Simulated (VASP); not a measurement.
## Be3Zn2Se5: single point with PBE

Be3Zn2Se5:

```
Be Zn Se
1.0
    -1.90260    9.59469    2.69269
     1.90260   -9.59469    2.69269
     1.90260    9.59469   -2.69269
Be Zn Se
3 2 5
Direct
  0.09048 0.99786 0.09262
  0.49416 0.99416 0.50000
  0.90524 0.99786 0.90738
  0.30414 0.99980 0.30434
  0.69545 0.99980 0.69566
  0.97236 0.78054 0.19182
  0.14063 0.73223 0.40840
  0.32383 0.73223 0.59160
  0.58872 0.78054 0.80818
  0.73499 0.73499 0.00000
```

| Quantity | Value |
| --- | --- |
| Program | VASP 6.6.1 |
| Task | single point |
| Functional | PBE |
| Potentials or basis | VASP PAW PBE potentials, release 64 (Be, Zn, Se) |
| Cutoff | 520 eV |
| k mesh | 6 × 6 × 6 |
| Occupations | gaussian, width 0.1 eV |
| Spin | no spin polarisation |
| Dipole correction | no |
| Further INCAR settings | ALGO = Normal; EDIFF = 1e-06; NBANDS = 41 |

```json
{
 "Pressure": "0.2 GPa",
 "Largest force": "0.029 eV/Å",
 "Band gap on the k mesh": "2.36 eV"
}
```

Forces in eV/Å, atoms in the order of the input:
```
Be   0.000  0.005 -0.013
Be   0.000  0.000 -0.017
Be   0.000 -0.005 -0.013
Zn   0.000  0.001 -0.007
Zn   0.000 -0.001 -0.007
Se   0.000 -0.021  0.020
Se   0.000  0.022  0.004
Se   0.000 -0.022  0.004
Se   0.000  0.021  0.020
Se   0.000  0.000  0.008
```

Stress tensor (GPa, compression positive):
```
0.31 0.00 0.00
0.00 0.14 0.00
0.00 0.00 0.24
```

Levels at points of the mesh, in eV from the valence-band top:
| k point | band 26 | band 27 | band 28 | band 29 | band 30 | band 31 | band 32 | band 33 | band 34 | band 35 |
| --- | --- | --- | --- | --- | --- | --- | --- | --- | --- | --- |
| (0.00, 0.00, 0.00) | -0.94 | -0.75 | -0.29 | -0.25 | -0.02 | 2.39 | 2.97 | 3.57 | 4.22 | 4.25 |
| (0.50, 0.00, 0.00) | -1.49 | -1.18 | -1.04 | -0.78 | -0.73 | 3.12 | 3.35 | 3.83 | 3.96 | 4.09 |
| (0.00, 0.50, 0.00) | -2.35 | -1.71 | -1.50 | -1.15 | -1.15 | 2.94 | 3.94 | 4.55 | 5.15 | 5.36 |
| (0.50, 0.50, 0.00) | -2.50 | -2.45 | -2.24 | -1.58 | -1.41 | 2.57 | 3.34 | 3.43 | 3.55 | 3.93 |
| (0.50, 0.50, 0.50) | -1.35 | -0.96 | -0.94 | -0.56 | 0.00 | 2.36 | 3.41 | 3.46 | 3.83 | 4.04 |

Run time: 24 min on 1 thread of Intel(R) Xeon(R) Platinum 8488C (Sapphire Rapids), with other jobs on the host, peak memory 1.1 GiB.

A k mesh can miss the band edges.
